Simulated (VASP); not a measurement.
# V (Im-3m) in VASP: a series of runs

Runs on V. Level: PBE. Tasks: single point.

All numbers are computed with VASP 6.6.1; they aren't measurements. Logs are shortened: lines on timing, memory, paths and dates and some standing lists are left out, and cuts for length are marked.

## (1) The cell of the first run

The structure is cubic, space group Im-3m (No. 229). Conventional cell: a = 3.027 Å, b = 3.027 Å, c = 3.027 Å, α = 90.00°, β = 90.00°, γ = 90.00°. V (site symmetry m-3m) has 14 V at 2.62 to 3.03 Å within 3.5 Å.

## (2) Single point, PBE

Input file INCAR:

```
SYSTEM = V
PREC = Accurate
ENCUT = 520
EDIFF = 1E-6
ISMEAR = -1
SIGMA = 0.1
LREAL = .False.
LASPH = .True.
NELM = 60
ALGO = Normal
ISIF = 2
LWAVE = .False.
LCHARG = .True.
GGA = PE
LELF = .True.
LVHAR = .True.
NBANDS = 20
```

Input file KPOINTS:

```
regular mesh
0
Gamma
  9 9 9
  0 0 0
```

Input file POSCAR:

```
V
1.0
    3.0267000000      0.0000000000      0.0000000000
    0.0000000000      3.0267000000      0.0000000000
    0.0000000000      0.0000000000      3.0267000000
V
2
Direct
    0.0000000000      0.0000000000      0.0000000000
    0.5000000000      0.5000000000      0.5000000000
```

Potentials or basis: VASP PAW PBE potentials, release 64 (V_sv).

Launch:

```sh
> cat potpaw_PBE.64/V_sv/POTCAR > POTCAR
> mpirun -np 1 vasp_std > vasp.out
```

OUTCAR:

```text
SYSTEM = V
   PREC = Accurate
   ENCUT = 520
   EDIFF = 1E-6
   ISMEAR = -1
   LREAL = .False.
   LASPH = .True.
   NELM = 60
   ISIF = 2
   GGA = PE

 ion  position               nearest neighbor table
   1  0.000  0.000  0.000-   2 2.62   2 2.62   2 2.62   2 2.62   2 2.62   2 2.62   2 2.62   2 2.62

   2  0.500  0.500  0.500-   1 2.62   1 2.62   1 2.62   1 2.62   1 2.62   1 2.62   1 2.62   1 2.62

  LATTYP: Found a simple cubic cell.
 ALAT       =     3.0267000000

  Lattice vectors:

 A1 = (   3.0267000000,   0.0000000000,   0.0000000000)
 A2 = (   0.0000000000,   3.0267000000,   0.0000000000)
 A3 = (   0.0000000000,   0.0000000000,   3.0267000000)

Analysis of symmetry for initial positions (statically):
=====================================================================
 Subroutine PRICEL returns following result:

  LATTYP: Found a body centered cubic cell.
 ALAT       =     3.0267000000

  Lattice vectors:

 A1 = (   1.5133500000,   1.5133500000,  -1.5133500000)
 A2 = (  -1.5133500000,   1.5133500000,   1.5133500000)
 A3 = (   1.5133500000,  -1.5133500000,   1.5133500000)

   2 primitive cells build up your supercell.

 Routine SETGRP: Setting up the symmetry group for a
 simple cubic supercell.

 Subroutine GETGRP returns: Found 48 space group operations
 (whereof 48 operations were pure point group operations)
 out of a pool of 48 trial point group operations.

The static configuration has the point symmetry O_h .

Analysis of symmetry for dynamics (positions and initial velocities):
=====================================================================
 Subroutine PRICEL returns following result:

  LATTYP: Found a body centered cubic cell.
 ALAT       =     3.0267000000

  Lattice vectors:

 A1 = (   1.5133500000,   1.5133500000,  -1.5133500000)
 A2 = (  -1.5133500000,   1.5133500000,   1.5133500000)
 A3 = (   1.5133500000,  -1.5133500000,   1.5133500000)

   2 primitive cells build up your supercell.

 Routine SETGRP: Setting up the symmetry group for a
 simple cubic supercell.

 Subroutine GETGRP returns: Found 48 space group operations
 (whereof 48 operations were pure point group operations)
 out of a pool of 48 trial point group operations.

The dynamic configuration has the point symmetry O_h .

 Subroutine INISYM returns: Found 48 space group operations
 (whereof 48 operations are pure point group operations),
 and found     2 'primitive' translations

----------------------------------------------------------------------------------------

                                     Primitive cell

  volume of cell :      13.8637

  direct lattice vectors                    reciprocal lattice vectors
     1.513350000  1.513350000 -1.513350000     0.330392837  0.330392837  0.000000000
    -1.513350000  1.513350000  1.513350000    -0.000000000  0.330392837  0.330392837
     1.513350000 -1.513350000  1.513350000     0.330392837  0.000000000  0.330392837

  length of vectors
     2.621199090  2.621199090  2.621199090     0.467246031  0.467246031  0.467246031

  position of ions in fractional coordinates (direct lattice)
     0.000000000  0.000000000  0.000000000

  ion indices of the primitive-cell ions
   primitive index   ion index
                 1           1

----------------------------------------------------------------------------------------

 KPOINTS: regular mesh

Automatic generation of k-mesh.
 Grid dimensions read from file:
 generate k-points for:    9    9    9

 Generating k-lattice:

  Cartesian coordinates                     Fractional coordinates (reciprocal lattice)
     0.036710315  0.000000000  0.000000000     0.111111111  0.000000000  0.000000000
     0.000000000  0.036710315  0.000000000     0.000000000  0.111111111  0.000000000
     0.000000000  0.000000000  0.036710315     0.000000000  0.000000000  0.111111111

  Length of vectors
     0.036710315  0.036710315  0.036710315

  Shift w.r.t. Gamma in fractional coordinates (k-lattice)
     0.000000000  0.000000000  0.000000000

 Subroutine IBZKPT returns following result:
 ===========================================

 Found     35 irreducible k-points:

 Following reciprocal coordinates:
            Coordinates               Weight
  0.000000  0.000000  0.000000      1.000000
  0.111111  0.000000  0.000000      6.000000
  0.222222  0.000000  0.000000      6.000000
  0.333333  0.000000  0.000000      6.000000
  0.444444  0.000000  0.000000      6.000000
  0.111111  0.111111  0.000000     12.000000
[... 16 lines left out ...]
  0.333333  0.333333  0.111111     24.000000
  0.444444  0.333333  0.111111     48.000000
 [... further k-points ...]
   k-points           NKPTS =     35   k-points in BZ     NKDIM =     35   number of bands    NBANDS=     20
   number of dos      NEDOS =    301   number of ions     NIONS =      2
   total plane-waves  NPLWV =  13824
   dimension x,y,z NGX =    24 NGY =   24 NGZ =   24
   dimension x,y,z NGXF=    48 NGYF=   48 NGZF=   48
   ions per type =               2
   NGX,Y,Z   is equivalent  to a cutoff of  13.18, 13.18, 13.18 a.u.
   NGXF,Y,Z  is equivalent  to a cutoff of  26.36, 26.36, 26.36 a.u.
 SYSTEM =  V
   PREC   = accura    normal or accurate (medium, high low for compatibility)
   ISTART =      0    job   : 0-new  1-cont  2-samecut
   ICHARG =      2    charge: 1-file 2-atom 10-const
   ISPIN  =      1    spin polarized calculation?
   LNONCOLLINEAR =      F non collinear calculations
   LSORBIT =      F    spin-orbit coupling
   LASPH  =      T    aspherical Exc in radial PAW
   ENCUT  =  520.0 eV  38.22 Ry    6.18 a.u.   5.63  5.63  5.63*2*pi/ulx,y,z
   NELM   =     60;   NELMIN=  2; NELMDL= -5     # of ELM steps
   EDIFF  = 0.1E-05   stopping-criterion for ELM
   LREAL  =      F    real-space projection
   EDIFFG = 0.1E-04   stopping-criterion for IOM
   NSW    =      0    number of steps for IOM
   IBRION =     -1    ionic relax: 0-MD 1-quasi-New 2-CG
   NFREE  =      0    steps in history (QN), initial steepest desc. (CG)
   ISIF   =      2    stress and relaxation
   ISYM   =      2    0-nonsym 1-usesym 2-fastsym
   POTIM  = 0.5000    time-step for ionic-motion
   TEBEG  =    0.0;   TEEND  =   0.0 temperature during run
   PSTRESS=    0.0 pullay stress
   NELECT =      26.0000    total number of electrons
   NUPDOWN=      -1.0000    fix difference up-down
   EMIN   =  10.00;   EMAX   =-10.00  energy-range for DOS
   EFERMI =   0.00;   METHOD = LEGACY
   ISMEAR =    -1;   SIGMA  =   0.10  broadening in eV -4-tet -1-fermi 0-gaus
   EFERMI_NEDOS =   21; number of points for ismear=-14 and -15
   IALGO  =     38    algorithm
   IMIX   =      4    mixing-type and parameters
     AMIX     =   0.40;   BMIX     =  1.00
     AMIX_MAG =   1.60;   BMIX_MAG =  1.00
  volume/ion in A,a.u.               =      13.86        93.56
  Fermi-wavevector in a.u.,A,eV,Ry     =   1.602372  3.028043 34.934247  2.567595
  Thomas-Fermi vector in A             =   2.699203
   LORBIT       =      0    0 simple, 1 ext, 2 COOP (PROOUT), +10 PAW based schemes
   GGA     = PE    functional components
   LHFCALC =     F    Hartree Fock is set to
   AEXX    =    0.0000 exact exchange contribution
   IVDW    =     0    specifies the selected vdW correction
   LEPSILON=     F    determine dielectric tensor
   LRPA    =     F    only Hartree local field effects (RPA)
 non-spin polarized calculation
  energy-cutoff  :      520.00
  volume of cell :       27.73
 maximum number of plane-waves:       756
 NGX is ok and might be reduce to    24
   NGX = 11   NGY = 11   NGZ = 11

 number of electron      25.9999991 magnetization

 Free energy of the ion-electron system (eV)
  ---------------------------------------------------
  ext. energy  EPLUGINS =         0.00000000
  ---------------------------------------------------
  free energy    TOTEN  =       -18.02722185 eV

  energy without entropy =      -17.90332205  energy(sigma->0) =      -17.96527195

 E-fermi :   9.3805     XC(G=0): -12.7479

 val. band max:        9.3509610171   @ k =   0.3333   0.2222   0.1111
 cond. band min:       9.3866325298   @ k =   0.2222   0.1111   0.1111
 fundamental gap:      0.0356715128
 Fermi energy:         9.3804934823

 k-point     1 :       0.0000    0.0000    0.0000
  band No.  band energies     occupation
      1     -54.3908      2.00000
      2     -54.0923      2.00000
      3     -28.2993      2.00000
      4     -28.2993      2.00000
      5     -28.2993      2.00000
      6     -27.7364      2.00000
[... 12 lines left out ...]
     19      12.9462      0.00000
     20      19.2904      0.00000

 k-point     2 :       0.1111    0.0000    0.0000
  band No.  band energies     occupation
      1     -54.3803      2.00000
      2     -54.0997      2.00000
      3     -28.3001      2.00000
      4     -28.2814      2.00000
      5     -28.2814      2.00000
      6     -27.7719      2.00000
[... 12 lines left out ...]
     19      12.8381      0.00000
     20      18.2904      0.00000

 k-point     3 :       0.2222    0.0000    0.0000
  band No.  band energies     occupation
      1     -54.3507      2.00000
      2     -54.1218      2.00000
      3     -28.2963      2.00000
      4     -28.2300      2.00000
      5     -28.2300      2.00000
      6     -27.8672      2.00000
[... 12 lines left out ...]
     19      12.5318      0.00000
     20      16.3332      0.00000

 k-point     4 :       0.3333    0.0000    0.0000
  band No.  band energies     occupation
      1     -54.3068      2.00000
      2     -54.1572      2.00000
      3     -28.2728      2.00000
      4     -28.1521      2.00000
      5     -28.1521      2.00000
      6     -27.9939      2.00000
[... 429 lines left out ...]
 k-point    23 :       0.3333    0.3333    0.1111
  band No.  band energies     occupation
      1     -54.2551      2.00000
      2     -54.1847      2.00000
      3     -28.4698      2.00000
      4     -28.3602      2.00000
      5     -28.1185      2.00000
      6     -27.9343      2.00000
[... 12 lines left out ...]
     19      12.7801      0.00000
     20      15.3508      0.00000

 k-point    24 :       0.4444    0.3333    0.1111
  band No.  band energies     occupation
      1     -54.2291      2.00000
      2     -54.2046      2.00000
      3     -28.4842      2.00000
      4     -28.4464      2.00000
      5     -28.0537      2.00000
      6     -27.9887      2.00000
[... 12 lines left out ...]
     19      13.3496      0.00000
     20      14.2527      0.00000

 [... further k-points ...]

------------------------ aborting loop because EDIFF is reached ----------------------------------------

  FORCE on cell =-STRESS in cart. coord.  units (eV):
  Direction    XX          YY          ZZ          XY          YZ          ZX
  --------------------------------------------------------------------------------------
  -------------------------------------------------------------------------------------
  Total       -0.7969548     -0.7969548     -0.7969548      0.0000000      0.0000000      0.0000000
  in kB      -46.0506895    -46.0506895    -46.0506895      0.0000000      0.0000000      0.0000000
  external PRESSURE =     -46.0506895 kB  Pullay stress =       0.0000000 kB

 VOLUME and BASIS-vectors are now :
 -----------------------------------------------------------------------------
  energy-cutoff  :      520.00
  volume of cell :       27.73
      direct lattice vectors                 reciprocal lattice vectors
     3.026700000  0.000000000  0.000000000     0.330392837  0.000000000  0.000000000
     0.000000000  3.026700000  0.000000000     0.000000000  0.330392837  0.000000000
     0.000000000  0.000000000  3.026700000     0.000000000  0.000000000  0.330392837

 POSITION                                       TOTAL-FORCE (eV/Angst)
 -----------------------------------------------------------------------------------
      0.00000      0.00000      0.00000        -0.000000      0.000000     -0.000000
      1.51335      1.51335      1.51335         0.000000     -0.000000      0.000000
 -----------------------------------------------------------------------------------
    total drift:                                0.000000      0.000000     -0.000000

  FREE ENERGIE OF THE ION-ELECTRON SYSTEM (eV)
  ---------------------------------------------------
  free  energy   TOTEN  =       -18.0272218510 eV

  energy  without entropy=      -17.9033220502  energy(sigma->0) =      -17.96527195
```

Run time: 11 s. Hardware: 1 thread of Intel Xeon Platinum 8175M at 2.50GHz (Skylake/Cascade Lake), shared host; peak memory 0.14 GiB.

Results:

* Free energy: -18.0272 eV
* Pressure: -4.6 GPa
* Band gap on the k mesh: zero (band 13 reaches 10.36 eV, above the bottom of band 14 at 8.40 eV)

(Part 1 of 2 ends here.)
